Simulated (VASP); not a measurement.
Set up this calculation in VASP 6.6.1, as the native input.

* Task: single point
* Functional: PBE
* Potentials or basis: VASP PAW PBE potentials, release 64 (Zr_sv, C)
* Cutoff: 520 eV
* k mesh: 7 × 7 × 4
* Occupations: fermi-dirac, width 0.05 eV
* Spin: no spin polarisation
* Dipole correction: no
* Further INCAR settings: ALGO = Normal; EDIFF = 1e-06; NBANDS = 24

The structure of ZrC lies in POSCAR:

```
ZrC
1.0
    3.3363994182      0.0000000000      0.0000000000
   -1.6681997091      2.8894066534      0.0000000000
    0.0000000000      0.0000000000      5.2918495229
Zr C
2 2
Direct
    0.6666666667      0.3333333333      0.7500000000
    0.3333333333      0.6666666667      0.2500000000
    0.0000000000      0.0000000000      0.5000000000
    0.0000000000      0.0000000000      0.0000000000
```

The input as run:

INCAR

```
SYSTEM = ZrC
PREC = Accurate
ENCUT = 520
EDIFF = 1E-6
ISMEAR = -1
SIGMA = 0.05
LREAL = .FALSE.
LASPH = .TRUE.
NELM = 60
ALGO = Normal
ISIF = 2
LWAVE = .FALSE.
LCHARG = .FALSE.
GGA = PE
NBANDS = 24
```

KPOINTS

```
Automatic mesh
0
G
  7 7 4
  0 0 0
```

Potentials or basis: VASP PAW PBE potentials, release 64 (Zr_sv, C).

Command:

```sh
$ cat potpaw_PBE.64/Zr_sv/POTCAR potpaw_PBE.64/C/POTCAR > POTCAR
$ mpirun -np 1 vasp_std > vasp.out
```

Results of the run:

```json
{
  "Pressure": "5.3 GPa",
  "Band gap on the k mesh": "zero (band 16 reaches 11.01 eV, above the bottom of band 17 at 9.96 eV)"
}
```

It took 58 s on 1 thread of AMD EPYC 7R13, on a shared host, peak memory 0.15 GiB.
